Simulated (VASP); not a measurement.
# PdO2F6 (P-1) in VASP: single point with LDA

Aim: the single point of PdO2F6 with LDA.

Program: VASP 6.6.1. These are calculated values, not measurements. Logs are shortened: lines on timing, memory, paths and dates and some standing lists are left out, and cuts for length are marked.

## (1) The cell of the first run

The typed cell holds 9 atoms: a = 4.875 Å, b = 4.914 Å, c = 4.947 Å, α = 101.32°, β = 90.63°, γ = 102.10°.

## (2) Single point, LDA

Input file POSCAR:

```
PdO2F6
1.0
    4.8745881500      0.0000000000      0.0000000000
   -1.0296502300      4.8049341200      0.0000000000
   -0.0546543800     -1.0048286600      4.8432841500
F Pd O
6 1 2
Direct
    0.3060000000      0.9510000000      0.2020000000
    0.6940000000      0.0490000000      0.7980000000
    0.2270000000      0.3180000000      0.9090000000
    0.7730000000      0.6820000000      0.0910000000
    0.0830000000      0.7640000000      0.6790000000
    0.9170000000      0.2360000000      0.3210000000
    0.0000000000      0.0000000000      0.0000000000
    0.4590000000      0.5690000000      0.4480000000
    0.5410000000      0.4310000000      0.5520000000
```

Input file INCAR.step1:

```
PREC     = Accurate       # precision mode
ENCUT    = 520            # plane-wave cutoff, eV
EDIFF    = 1E-6           # SCF threshold, eV
ISMEAR   = -1             # smearing method
SIGMA    = 0.1            # smearing width, eV
LREAL    = F              # projectors in reciprocal space
LASPH    = T              # aspherical terms in the spheres
NELM     = 100            # most SCF steps
ALGO     = Normal         # electronic algorithm
ISIF     = 2              # what is computed and relaxed
LWAVE    = F              # write WAVECAR
LCHARG   = T              # write CHGCAR
LMAXMIX  = 4              # l up to which the mixer works
NBANDS   = 42             # bands
```

Input file KPOINTS.step1:

```
Automatic mesh
0
Gamma
  4 4 4
  0.5 0 0.5
```

Input file INCAR.step2:

```
PREC     = Accurate       # precision mode
ENCUT    = 520            # plane-wave cutoff, eV
EDIFF    = 1E-6           # SCF threshold, eV
ISMEAR   = -5             # smearing method
SIGMA    = 0.1            # smearing width, eV
LREAL    = F              # projectors in reciprocal space
LASPH    = T              # aspherical terms in the spheres
NELM     = 100            # most SCF steps
ALGO     = Normal         # electronic algorithm
ISIF     = 2              # what is computed and relaxed
LWAVE    = F              # write WAVECAR
LCHARG   = F              # write CHGCAR
LMAXMIX  = 4              # l up to which the mixer works
LORBIT   = 11             # projections on sites
NEDOS    = 2001           # points of the DOS
ICHARG   = 11             # starting density
```

Input file KPOINTS.step2:

```
Automatic mesh
0
Gamma
  6 6 6
```

Potentials or basis: VASP PAW LDA potentials, release 64 (F, Pd, O).

Run with:

```
$ cat potpaw_LDA.64/F/POTCAR potpaw_LDA.64/Pd/POTCAR potpaw_LDA.64/O/POTCAR > POTCAR
$ cp INCAR.step1 INCAR
$ cp KPOINTS.step1 KPOINTS
$ mpirun -np 1 vasp_std > vasp.out
$ cp INCAR.step2 INCAR
$ cp KPOINTS.step2 KPOINTS
$ mpirun -np 1 vasp_std > vasp.out
```

OUTCAR:

```text
PREC = Accurate
   ENCUT = 520
   EDIFF = 1E-6
   ISMEAR = -5
   LREAL = F
   LASPH = T
   NELM = 100
   ISIF = 2
   LORBIT = 11
   ICHARG = 11

 ion  position               nearest neighbor table
   1  0.306  0.951  0.202-   7 1.87
   2  0.694  0.049  0.798-   7 1.87
   3  0.227  0.318  0.909-   7 1.85
   4  0.773  0.682  0.091-   7 1.85
   5  0.083  0.764  0.679-   7 1.88
   6  0.917  0.236  0.321-   7 1.88
   7  0.000  0.000  0.000-   3 1.85   4 1.85   1 1.87   2 1.87   5 1.88   6 1.88
   8  0.459  0.569  0.448-   9 1.06
   9  0.541  0.431  0.552-   8 1.06

  LATTYP: Found a triclinic cell.
 ALAT       =     6.1539369111
 B/A-ratio  =     0.7921088923
 C/A-ratio  =     0.8038306433
 COS(alpha) =     0.0110486031
 COS(beta)  =     0.1655051484
 COS(gamma) =     0.6247931975

  Lattice vectors:

 A1 = (   3.8449379200,   4.8049341200,   0.0000000000)
 A2 = (   4.8745881500,   0.0000000000,   0.0000000000)
 A3 = (   0.0546543800,   1.0048286600,  -4.8432841500)

Analysis of symmetry for initial positions (statically):
=====================================================================
 Subroutine PRICEL returns:
 Original cell was already a primitive cell.

 Routine SETGRP: Setting up the symmetry group for a
 triclinic supercell.

 Subroutine GETGRP returns: Found  2 space group operations
 (whereof  2 operations were pure point group operations)
 out of a pool of  2 trial point group operations.

The static configuration has the point symmetry S_2 .

Analysis of symmetry for dynamics (positions and initial velocities):
=====================================================================
 Subroutine PRICEL returns:
 Original cell was already a primitive cell.

 Routine SETGRP: Setting up the symmetry group for a
 triclinic supercell.

 Subroutine GETGRP returns: Found  2 space group operations
 (whereof  2 operations were pure point group operations)
 out of a pool of  2 trial point group operations.

The dynamic configuration has the point symmetry S_2 .

 Subroutine INISYM returns: Found  2 space group operations
 (whereof  2 operations are pure point group operations),
 and found     1 'primitive' translations

----------------------------------------------------------------------------------------

[... 124 lines left out ...]
   EFERMI_NEDOS =   21; number of points for ismear=-14 and -15
   IALGO  =     38    algorithm
   IMIX   =      4    mixing-type and parameters
     AMIX     =   0.40;   BMIX     =  1.00
     AMIX_MAG =   1.60;   BMIX_MAG =  1.00
  volume/ion in A,a.u.               =      12.60        85.06
  Fermi-wavevector in a.u.,A,eV,Ry     =   1.352736  2.556300 24.897229  1.829895
  Thomas-Fermi vector in A             =   2.480050
   LORBIT       =     11    0 simple, 1 ext, 2 COOP (PROOUT), +10 PAW based schemes
   GGA     = CA    functional components
   LHFCALC =     F    Hartree Fock is set to
   AEXX    =    0.0000 exact exchange contribution
   IVDW    =     0    specifies the selected vdW correction
   LEPSILON=     F    determine dielectric tensor
   LRPA    =     F    only Hartree local field effects (RPA)
 non-spin polarized calculation
 Fermi weights with tetrahedron method with Bloechl corrections
  energy-cutoff  :      520.00
  volume of cell :      113.44
 maximum number of plane-waves:      3077

 number of electron      63.9999985 magnetization

 Free energy of the ion-electron system (eV)
  ---------------------------------------------------
  ext. energy  EPLUGINS =         0.00000000
  ---------------------------------------------------
  free energy    TOTEN  =       -37.06978872 eV

  energy without entropy =      -37.06978872  energy(sigma->0) =      -37.06978872

 E-fermi :  -1.4953     XC(G=0): -10.0824

 val. band max:       -1.5049720815   @ k =   0.5000  -0.1667   0.3333
 cond. band min:      -1.4577706389   @ k =   0.5000   0.5000   0.5000
 fundamental gap:      0.0472014425
 Fermi energy:        -1.4953299266

 k-point     1 :       0.0000    0.0000    0.0000
  band No.  band energies     occupation
      1     -33.8161      2.00000
      2     -22.9086      2.00000
      3     -22.4117      2.00000
      4     -22.2422      2.00000
      5     -22.1828      2.00000
      6     -22.0320      2.00000
[... 973 lines left out ...]
     37       8.2341      0.00000
     38       9.2095      0.00000

 [... further k-points ...]

------------------------ aborting loop because EDIFF is reached ----------------------------------------

  FORCE on cell =-STRESS in cart. coord.  units (eV):
  Direction    XX          YY          ZZ          XY          YZ          ZX
  --------------------------------------------------------------------------------------
  -------------------------------------------------------------------------------------
  Total        3.7796460     10.6255283      3.9293224     -4.8560388     -4.6010348      3.7083915
  in kB       53.3821913    150.0706625     55.4961601    -68.5847277    -64.9831539     52.3758211
  external PRESSURE =      86.3163380 kB  Pullay stress =       0.0000000 kB

 VOLUME and BASIS-vectors are now :
 -----------------------------------------------------------------------------
  energy-cutoff  :      520.00
  volume of cell :      113.44
      direct lattice vectors                 reciprocal lattice vectors
     4.874588150  0.000000000  0.000000000     0.205145536  0.043960675  0.011435432
    -1.029650230  4.804934120  0.000000000     0.000000000  0.208119399  0.043178209
    -0.054654380 -1.004828660  4.843284150     0.000000000  0.000000000  0.206471470

 POSITION                                       TOTAL-FORCE (eV/Angst)
 -----------------------------------------------------------------------------------
      0.50139      4.36652      0.97834         0.173390      0.075672      0.162128
      3.28890     -0.56641      3.86494        -0.173390     -0.075672     -0.162128
      0.72942      0.61458      4.40255         0.382622      0.633305     -0.143717
      3.06086      3.18553      0.44074        -0.382622     -0.633305      0.143717
     -0.41917      2.98869      3.28859         0.019365     -0.113289     -0.184379
      4.20946      0.81141      1.55469        -0.019365      0.113289      0.184379
      0.00000      0.00000      0.00000         0.000000     -0.000000      0.000000
      1.62708      2.28384      2.16979        -5.835623      8.636922     -5.329532
      2.16320      1.51626      2.67349         5.835623     -8.636922      5.329532
 -----------------------------------------------------------------------------------
    total drift:                               -0.000000      0.000000     -0.000000

  FREE ENERGIE OF THE ION-ELECTRON SYSTEM (eV)
  ---------------------------------------------------
  free  energy   TOTEN  =       -37.0697887249 eV

  energy  without entropy=      -37.0697887249  energy(sigma->0) =      -37.06978872

 total charge

# of ion       s       p       d       tot
------------------------------------------
    1        1.740   4.299   0.000   6.039
    2        1.740   4.299   0.000   6.039
    3        1.740   4.271   0.000   6.011
    4        1.740   4.271   0.000   6.011
    5        1.740   4.257   0.000   5.997
    6        1.740   4.257   0.000   5.997
    7        0.550   1.062   8.271   9.883
    8        1.656   3.203   0.000   4.859
    9        1.656   3.203   0.000   4.859
--------------------------------------------------
tot         14.302  33.123   8.271  55.696
```

OUTCAR.step1:

```text
PREC = Accurate
   ENCUT = 520
   EDIFF = 1E-6
   ISMEAR = -1
   LREAL = F
   LASPH = T
[... 1330 lines left out ...]
      4.20946      0.81141      1.55469        -0.024724      0.074466      0.100848
      0.00000      0.00000      0.00000        -0.000000      0.000000      0.000000
      1.62708      2.28384      2.16979        -6.886288     10.096208     -6.364016
      2.16320      1.51626      2.67349         6.886288    -10.096208      6.364016
 -----------------------------------------------------------------------------------
    total drift:                                0.000000      0.000000     -0.000000

  FREE ENERGIE OF THE ION-ELECTRON SYSTEM (eV)
  ---------------------------------------------------
  free  energy   TOTEN  =       -37.1978196920 eV

  energy  without entropy=      -36.9000733233  energy(sigma->0) =      -37.04894651
```

OSZICAR.step1:

```text
N       E                     dE             d eps       ncg     rms          rms(c)
DAV:   1     0.461934987718E+03    0.46193E+03   -0.36527E+04  2688   0.147E+03
DAV:   2    -0.218553266313E+02   -0.48379E+03   -0.45569E+03  3040   0.364E+02
DAV:   3    -0.484312186964E+02   -0.26576E+02   -0.26320E+02  3150   0.893E+01
DAV:   4    -0.486769271896E+02   -0.24571E+00   -0.24552E+00  3128   0.933E+00
[... 16 lines left out ...]
DAV:  21    -0.371978910608E+02    0.87602E-04   -0.20190E-05  3206   0.304E-02    0.158E-01
DAV:  22    -0.371979029271E+02   -0.11866E-04   -0.59894E-06  2892   0.202E-02    0.174E-01
DAV:  23    -0.371978219060E+02    0.81021E-04   -0.16953E-05  3186   0.212E-02    0.310E-02
DAV:  24    -0.371978197728E+02    0.21332E-05   -0.21217E-06  2552   0.843E-03    0.833E-03
DAV:  25    -0.371978196920E+02    0.80786E-07   -0.20226E-07  1612   0.284E-03
   1 F= -.37197820E+02 E0= -.37048947E+02  d E =-.297746E+00
```

Wall time 4.9 min (1 thread of Intel Xeon 6975P-C (Granite Rapids), shared host); peak memory 0.46 GiB.

What came out:

| Property | Result |
| --- | --- |
| Valence electrons inside the program's atomic spheres | F 6.04, 6.01, 6.00 (each value once); Pd 9.88; O 4.86 |

Caveat: the standard files for N, O and F lose accuracy on very short bonds.
